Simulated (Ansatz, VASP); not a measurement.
Two plane-wave programs on Re

```
CELL_PARAMETERS angstrom
0.00000 1.82924 2.13472
1.82924 0.00000 2.13472
1.82924 1.82924 0.00000
ATOMIC_POSITIONS crystal
Re 0.00000 0.00000 0.00000
```

Alike in both runs: task single point; functional PBE; k mesh 10 × 10 × 10; occupations gaussian, width 0.15 eV; no spin polarisation.

|  | VASP | Ansatz |
| --- | --- | --- |
| version | VASP 6.6.1 | Ansatz 0.2.0 |
| potentials or method | VASP PAW PBE potentials, release 64 (Re), cutoff 520 eV | scalar-relativistic, plane waves, PAW |
| valence electrons in the cell | 7 | 15 |

Ansatz gave:

| Item | Value |
| --- | --- |
| gap on the k mesh at the Fermi level (eV) | none |
| pressure (GPa) | 23.8 |
| traceless stress, the component that is largest in VASP (GPa) | -32.58 |

What did VASP give for the same quantities?

gap on the k mesh at the Fermi level (eV): none; pressure (GPa): 23.5; traceless stress, the component that is largest in VASP (GPa): -31.97.

A gap of «none» marks a metal or a gap that the smearing closes. The functional is the same, so the differences come from potentials, cutoffs and numerics. VASP's potentials hold 7 valence electrons a cell and Ansatz's 15, so a difference there can come from the potentials and not from the codes.

Spin-orbit coupling is off throughout.
